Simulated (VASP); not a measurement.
# GaAs3N4 (P1) in VASP: single point with PBEsol

Aim: the single point of GaAs3N4 with PBEsol.

Program: VASP 6.6.1. These are calculated values, not measurements. Logs are shortened: lines on timing, memory, paths and dates and some standing lists are left out, and cuts for length are marked.

### Step 1. The cell of the first run

The typed cell holds 8 atoms: a = 5.221 Å, b = 5.225 Å, c = 5.231 Å, α = 108.66°, β = 71.12°, γ = 71.56°.

### Step 2. Single point, PBEsol

Contents of INCAR:

```
SYSTEM = GaAs3N4
PREC = Accurate
ENCUT = 520
EDIFF = 1E-6
ISMEAR = -1
SIGMA = 0.05
LREAL = .FALSE.
LASPH = .TRUE.
NELM = 60
ALGO = Normal
ISIF = 2
LWAVE = .FALSE.
LCHARG = .FALSE.
GGA = PS
NBANDS = 34
```

Contents of KPOINTS:

```
Automatic mesh
0
G
  4 4 4
  0 0 0
```

Contents of POSCAR:

```
GaAs3N4
1.0
    5.0472149147      0.9376608954      0.9521292694
    0.9517735206      5.0485905984     -0.9522111191
    0.9784509165     -0.9644596100      5.0476731460
Ga As N
1 3 4
Direct
   -0.2509275730      0.2551871959      0.2563290155
    0.0925490528      0.5441413805     -0.0572141421
    0.0622814581     -0.0858020231      0.5439838659
    0.4624567195     -0.0586227448     -0.0871813561
    0.9225783100      0.2765463116      0.8771839570
    0.3934503547      0.6101379797      0.6132050410
    0.7277368625      0.8763298574      0.0840664954
    0.1276481648      0.0845612329      0.2774996484
```

Potentials or basis: VASP PAW PBE potentials, release 64 (Ga_d, As, N).

Run with:

```
> cat potpaw_PBE.64/Ga_d/POTCAR potpaw_PBE.64/As/POTCAR potpaw_PBE.64/N/POTCAR > POTCAR
> mpirun -np 1 vasp_std > vasp.out
```

OUTCAR:

```text
SYSTEM = GaAs3N4
   PREC = Accurate
   ENCUT = 520
   EDIFF = 1E-6
   ISMEAR = -1
   LREAL = .FALSE.
   LASPH = .TRUE.
   NELM = 60
   ISIF = 2
   GGA = PS

 ion  position               nearest neighbor table
   1  0.749  0.255  0.256-   6 1.93   8 1.95   7 1.95   5 1.95
   2  0.093  0.544  0.943-   7 1.83   5 1.88   6 2.13
   3  0.062  0.914  0.544-   5 1.83   8 1.88   6 2.16
   4  0.462  0.941  0.913-   8 1.83   7 1.88   6 2.15
   5  0.923  0.277  0.877-   3 1.83   2 1.88   1 1.95
   6  0.393  0.610  0.613-   1 1.93   2 2.13   4 2.15   3 2.16
   7  0.728  0.876  0.084-   2 1.83   4 1.88   1 1.95
   8  0.128  0.085  0.277-   4 1.83   3 1.88   1 1.95

  LATTYP: Found a triclinic cell.
 ALAT       =     5.2211240644
 B/A-ratio  =     1.6231847988
 C/A-ratio  =     1.0019499641
 COS(alpha) =     0.0021609526
 COS(beta)  =     0.3236575470
 COS(gamma) =     0.8111323881

  Lattice vectors:

 A1 = (   5.0472149147,   0.9376608954,   0.9521292694)
 A2 = (   5.9989884353,   5.9862514938,  -0.0000818497)
 A3 = (   0.9784509165,  -0.9644596100,   5.0476731460)

Analysis of symmetry for initial positions (statically):
=====================================================================
 Subroutine PRICEL returns:
 Original cell was already a primitive cell.

 Routine SETGRP: Setting up the symmetry group for a
 triclinic supercell.

 Subroutine GETGRP returns: Found  1 space group operations
 (whereof  1 operations were pure point group operations)
 out of a pool of  2 trial point group operations.

The static configuration has the point symmetry C_1 .

Analysis of symmetry for dynamics (positions and initial velocities):
=====================================================================
 Subroutine PRICEL returns:
 Original cell was already a primitive cell.

 Routine SETGRP: Setting up the symmetry group for a
 triclinic supercell.

 Subroutine GETGRP returns: Found  1 space group operations
 (whereof  1 operations were pure point group operations)
 out of a pool of  2 trial point group operations.

The dynamic configuration has the point symmetry C_1 .

 Subroutine INISYM returns: Found  1 space group operations
 (whereof  1 operations are pure point group operations),
 and found     1 'primitive' translations

----------------------------------------------------------------------------------------

                                     Primitive cell

  volume of cell :     113.0305

  direct lattice vectors                    reciprocal lattice vectors
     5.047214915  0.937660895  0.952129269     0.217333101 -0.050746783 -0.051824472
     0.951773521  5.048590598 -0.952211119    -0.049997980  0.217154507  0.051183449
     0.978450917 -0.964459610  5.047673146    -0.050426767  0.050537035  0.217542027

  length of vectors
     5.221124064  5.225021137  5.231305069     0.229117194  0.228638630  0.228957166

  position of ions in fractional coordinates (direct lattice)
     0.749072427  0.255187196  0.256329016
     0.092549053  0.544141381  0.942785858
     0.062281458  0.914197977  0.543983866
     0.462456719  0.941377255  0.912818644
     0.922578310  0.276546312  0.877183957
     0.393450355  0.610137980  0.613205041
     0.727736863  0.876329857  0.084066495
     0.127648165  0.084561233  0.277499648

  ion indices of the primitive-cell ions
   primitive index   ion index
                 1           1
                 2           2
                 3           3
                 4           4
                 5           5
                 6           6
                 7           7
                 8           8

----------------------------------------------------------------------------------------

 KPOINTS: Automatic mesh

Automatic generation of k-mesh.
 Grid dimensions read from file:
 generate k-points for:    4    4    4

 Generating k-lattice:

  Cartesian coordinates                     Fractional coordinates (reciprocal lattice)
     0.054333275 -0.012686696 -0.012956118     0.250000000  0.000000000  0.000000000
    -0.012499495  0.054288627  0.012795862    -0.000000000  0.250000000 -0.000000000
    -0.012606692  0.012634259  0.054385507     0.000000000  0.000000000  0.250000000

  Length of vectors
     0.057279299  0.057159658  0.057239292

  Shift w.r.t. Gamma in fractional coordinates (k-lattice)
     0.000000000  0.000000000  0.000000000

 Subroutine IBZKPT returns following result:
 ===========================================

 Found     36 irreducible k-points:

 Following reciprocal coordinates:
            Coordinates               Weight
  0.000000  0.000000  0.000000      1.000000
  0.250000  0.000000 -0.000000      2.000000
  0.500000  0.000000 -0.000000      1.000000
 -0.000000  0.250000  0.000000      2.000000
  0.250000  0.250000 -0.000000      2.000000
  0.500000  0.250000 -0.000000      2.000000
[... 16 lines left out ...]
  0.000000 -0.250000  0.250000      2.000000
  0.250000 -0.250000  0.250000      2.000000
 [... further k-points ...]
   k-points           NKPTS =     36   k-points in BZ     NKDIM =     36   number of bands    NBANDS=     34
   number of dos      NEDOS =    301   number of ions     NIONS =      8
   total plane-waves  NPLWV =  64000
   dimension x,y,z NGX =    40 NGY =   40 NGZ =   40
   dimension x,y,z NGXF=    80 NGYF=   80 NGZF=   80
   ions per type =               1   3   4
   NGX,Y,Z   is equivalent  to a cutoff of  12.74, 12.73, 12.71 a.u.
   NGXF,Y,Z  is equivalent  to a cutoff of  25.47, 25.45, 25.42 a.u.
 SYSTEM =  GaAs3N4
   PREC   = accura    normal or accurate (medium, high low for compatibility)
   ISTART =      0    job   : 0-new  1-cont  2-samecut
   ICHARG =      2    charge: 1-file 2-atom 10-const
   ISPIN  =      1    spin polarized calculation?
   LNONCOLLINEAR =      F non collinear calculations
   LSORBIT =      F    spin-orbit coupling
   LASPH  =      T    aspherical Exc in radial PAW
   ENCUT  =  520.0 eV  38.22 Ry    6.18 a.u.   9.71  9.72  9.73*2*pi/ulx,y,z
   NELM   =     60;   NELMIN=  2; NELMDL= -5     # of ELM steps
   EDIFF  = 0.1E-05   stopping-criterion for ELM
   LREAL  =      F    real-space projection
   EDIFFG = 0.1E-04   stopping-criterion for IOM
   NSW    =      0    number of steps for IOM
   IBRION =     -1    ionic relax: 0-MD 1-quasi-New 2-CG
   NFREE  =      0    steps in history (QN), initial steepest desc. (CG)
   ISIF   =      2    stress and relaxation
   ISYM   =      2    0-nonsym 1-usesym 2-fastsym
   POTIM  = 0.5000    time-step for ionic-motion
   TEBEG  =    0.0;   TEEND  =   0.0 temperature during run
   PSTRESS=    0.0 pullay stress
   NELECT =      48.0000    total number of electrons
   NUPDOWN=      -1.0000    fix difference up-down
   EMIN   =  10.00;   EMAX   =-10.00  energy-range for DOS
   EFERMI =   0.00;   METHOD = LEGACY
   ISMEAR =    -1;   SIGMA  =   0.05  broadening in eV -4-tet -1-fermi 0-gaus
   EFERMI_NEDOS =   21; number of points for ismear=-14 and -15
   IALGO  =     38    algorithm
   IMIX   =      4    mixing-type and parameters
     AMIX     =   0.40;   BMIX     =  1.00
     AMIX_MAG =   1.60;   BMIX_MAG =  1.00
  volume/ion in A,a.u.               =      14.13        95.35
  Fermi-wavevector in a.u.,A,eV,Ry     =   1.230524  2.325353 20.601792  1.514189
  Thomas-Fermi vector in A             =   2.365369
   LORBIT       =      0    0 simple, 1 ext, 2 COOP (PROOUT), +10 PAW based schemes
   GGA     = PS    functional components
   LHFCALC =     F    Hartree Fock is set to
   AEXX    =    0.0000 exact exchange contribution
   IVDW    =     0    specifies the selected vdW correction
   LEPSILON=     F    determine dielectric tensor
   LRPA    =     F    only Hartree local field effects (RPA)
 non-spin polarized calculation
  energy-cutoff  :      520.00
  volume of cell :      113.03
 maximum number of plane-waves:      3064
 NGX is ok and might be reduce to    40
   NGX = 19   NGY = 19   NGZ = 19

 number of electron      48.0000002 magnetization

 Free energy of the ion-electron system (eV)
  ---------------------------------------------------
  ext. energy  EPLUGINS =         0.00000000
  ---------------------------------------------------
  free energy    TOTEN  =       -50.25656282 eV

  energy without entropy =      -50.25656261  energy(sigma->0) =      -50.25656271

 E-fermi :   5.2091     XC(G=0): -10.5686

 val. band max:        4.5674090164   @ k =   0.0000   0.0000   0.0000
 cond. band min:       5.8714745143   @ k =   0.0000   0.0000   0.0000
 fundamental gap:      1.3040654979
 Fermi energy:         5.2090946903

 k-point     1 :       0.0000    0.0000    0.0000
  band No.  band energies     occupation
      1     -13.2722      2.00000
      2     -10.8339      2.00000
      3     -10.8250      2.00000
      4     -10.4788      2.00000
      5      -9.5482      2.00000
      6      -9.5472      2.00000
[... 26 lines left out ...]
     33      10.8563      0.00000
     34      11.9874      0.00000

 k-point     2 :       0.2500    0.0000   -0.0000
  band No.  band energies     occupation
      1     -13.0194      2.00000
      2     -11.3768      2.00000
      3     -10.5990      2.00000
      4     -10.4599      2.00000
      5      -9.5663      2.00000
      6      -9.5407      2.00000
[... 26 lines left out ...]
     33      11.1346      0.00000
     34      11.9946      0.00000

 k-point     3 :       0.5000    0.0000   -0.0000
  band No.  band energies     occupation
      1     -12.5886      2.00000
      2     -11.8860      2.00000
      3     -10.5976      2.00000
      4     -10.4411      2.00000
      5      -9.5923      2.00000
      6      -9.5393      2.00000
[... 26 lines left out ...]
     33      11.3302      0.00000
     34      12.5296      0.00000
[... 704 lines left out ...]
 k-point    23 :       0.0000   -0.2500    0.2500
  band No.  band energies     occupation
      1     -12.9916      2.00000
      2     -11.1704      2.00000
      3     -10.8968      2.00000
      4     -10.4525      2.00000
      5      -9.5553      2.00000
      6      -9.5452      2.00000
[... 26 lines left out ...]
     33      11.3032      0.00000
     34      11.8009      0.00000

 k-point    24 :       0.2500   -0.2500    0.2500
  band No.  band energies     occupation
      1     -12.7598      2.00000
      2     -11.4708      2.00000
      3     -10.8657      2.00000
      4     -10.3975      2.00000
      5      -9.5688      2.00000
      6      -9.5450      2.00000
[... 26 lines left out ...]
     33      11.2167      0.00000
     34      11.7469      0.00000

 [... further k-points ...]

------------------------ aborting loop because EDIFF is reached ----------------------------------------

  FORCE on cell =-STRESS in cart. coord.  units (eV):
  Direction    XX          YY          ZZ          XY          YZ          ZX
  --------------------------------------------------------------------------------------
  -------------------------------------------------------------------------------------
  Total        0.5155428      0.5178660      0.5321307     -0.0069822      0.0075342     -0.0091027
  in kB        7.3076836      7.3406137      7.5428125     -0.0989713      0.1067954     -0.1290280
  external PRESSURE =       7.3970366 kB  Pullay stress =       0.0000000 kB

 VOLUME and BASIS-vectors are now :
 -----------------------------------------------------------------------------
  energy-cutoff  :      520.00
  volume of cell :      113.03
      direct lattice vectors                 reciprocal lattice vectors
     5.047214915  0.937660895  0.952129269     0.217333101 -0.050746783 -0.051824472
     0.951773521  5.048590598 -0.952211119    -0.049997980  0.217154507  0.051183449
     0.978450917 -0.964459610  5.047673146    -0.050426767  0.050537035  0.217542027

 POSITION                                       TOTAL-FORCE (eV/Angst)
 -----------------------------------------------------------------------------------
      4.27442      1.74349      1.76409        -0.001507      0.002800      0.002953
      1.90748      1.92465      4.32886         0.180915     -0.034293      0.049892
      1.71672      4.14916      1.93464        -0.048853     -0.186683     -0.040919
      4.12324      4.30588      4.15154         0.036552      0.044297     -0.183665
      5.77794      1.41523      5.04282        -0.073265      0.028793      0.096002
      3.16653      2.85785      2.88889         0.024891     -0.020890     -0.025803
      4.58937      5.02552      0.28279        -0.026243      0.089928      0.074046
      0.99627      0.27897      1.44174        -0.092490      0.076047      0.027494
 -----------------------------------------------------------------------------------
    total drift:                                0.000204     -0.000318     -0.000236

  FREE ENERGIE OF THE ION-ELECTRON SYSTEM (eV)
  ---------------------------------------------------
  free  energy   TOTEN  =       -50.2565628176 eV

  energy  without entropy=      -50.2565626085  energy(sigma->0) =      -50.25656271
```

It took 4.4 min on 1 thread of Oxide Virtual Turin-like, shared host; peak memory 0.27 GiB.

Results:

```
Free energy            : -50.2566 eV
Pressure               : 0.7 GPa
Largest force          : 0.197 eV/Å
Band gap on the k mesh : 1.30 eV
```

Forces in eV/Å, atoms in the order of the input:
```
Ga  -0.002  0.003  0.003
As   0.181 -0.034  0.050
As  -0.049 -0.187 -0.041
As   0.037  0.044 -0.184
N   -0.073  0.029  0.096
N    0.025 -0.021 -0.026
N   -0.026  0.090  0.074
N   -0.092  0.076  0.027
```

Caveat: the PAW data sets were made with another functional, which shifts forces and pressure a little.
